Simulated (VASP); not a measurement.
Wanted: the native input for a VASP 6.6.1 run.

- Task: single point
- Functional: PBE
- Potentials or basis: VASP PAW PBE potentials, release 64 (Mg, Zn, Te)
- Cutoff: 520 eV
- k mesh: 12 × 12 × 4
- Occupations: gaussian, width 0.1 eV
- Spin: no spin polarisation
- Dipole correction: no
- Further INCAR settings: ALGO = Fast; EDIFF = 1e-06; NBANDS = 37

The structure of MgZn4Te lies in POSCAR:

```
MgZn4Te
1.0
    3.2867179157      0.0000000000      0.0000000000
   -1.6433589579      2.8463812101      0.0000000000
    0.0000000000      0.0000000000     12.9075634531
Mg Zn Te
1 4 1
Direct
    0.0000000000      0.0000000000      0.0000000000
    0.6666666667      0.3333333333      0.8313346340
    0.6666666667      0.3333333333      0.3131725375
    0.3333333333      0.6666666667      0.6868274625
    0.3333333333      0.6666666667      0.1686653660
    0.0000000000      0.0000000000      0.5000000000
```

The cell was built from a structure type or drawn by symmetry, and may not be a known phase.

The input as run:

INCAR

```
SYSTEM = MgZn4Te
PREC = Accurate
ENCUT = 520
EDIFF = 1E-6
ISMEAR = 0
SIGMA = 0.1
LREAL = .FALSE.
LASPH = .TRUE.
NELM = 100
ALGO = Fast
ISIF = 2
LWAVE = .FALSE.
LCHARG = .FALSE.
GGA = PE
NBANDS = 37
```

KPOINTS

```
regular mesh
0
G
  12 12 4
  0 0 0
```

Potentials or basis: VASP PAW PBE potentials, release 64 (Mg, Zn, Te).

Command:

```console
$ cat potpaw_PBE.64/Mg/POTCAR potpaw_PBE.64/Zn/POTCAR potpaw_PBE.64/Te/POTCAR > POTCAR
$ mpirun -np 1 vasp_std > vasp.out
```

Results of the run:

```
Pressure               : 0.0 GPa
Largest force          : 0.017 eV/Å
Band gap on the k mesh : zero (bands 28 and 29 overlap by 3.91 eV)
```

Caveat: spin-orbit coupling is left out, which moves the levels of the heavy elements.

Run time: 4 min on 1 thread of Intel(R) Xeon(R) Platinum 8488C (Sapphire Rapids) (shared host), peak memory 0.42 GiB.
